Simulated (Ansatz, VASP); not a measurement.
## Two plane-wave programs on Al

```
CELL_PARAMETERS angstrom
2.85380 0.00000 0.00000
-1.42690 2.47146 0.00000
0.00000 0.00000 9.24105
ATOMIC_POSITIONS crystal
Al 0.00000 0.00000 0.00000
Al 0.33333 0.66667 0.25000
Al 0.00000 0.00000 0.50000
Al 0.66667 0.33333 0.75000
```

Alike in both runs: task single point; functional PBE; dispersion D3(BJ); k mesh 18 × 18 × 4; occupations gaussian, width 0.15 eV; no spin polarisation.

```csv
,VASP,Ansatz
version,VASP 6.6.1,Ansatz 0.2.0
potentials or method,"VASP PAW PBE potentials, release 64 (Al), cutoff 520 eV","scalar-relativistic, plane waves, PAW"
valence electrons in the cell,12,12
```

|  | VASP | Ansatz | Ansatz less VASP |
| --- | --- | --- | --- |
| gap on the k mesh at the Fermi level (eV) | none | none | - |
| pressure (GPa) | -2.3 | -2.3 | +0.01 |
| traceless stress, the component that is largest in VASP (GPa) | 0.89 | 0.89 | -0.003 |

A gap of «none» marks a metal or a gap that the smearing closes.
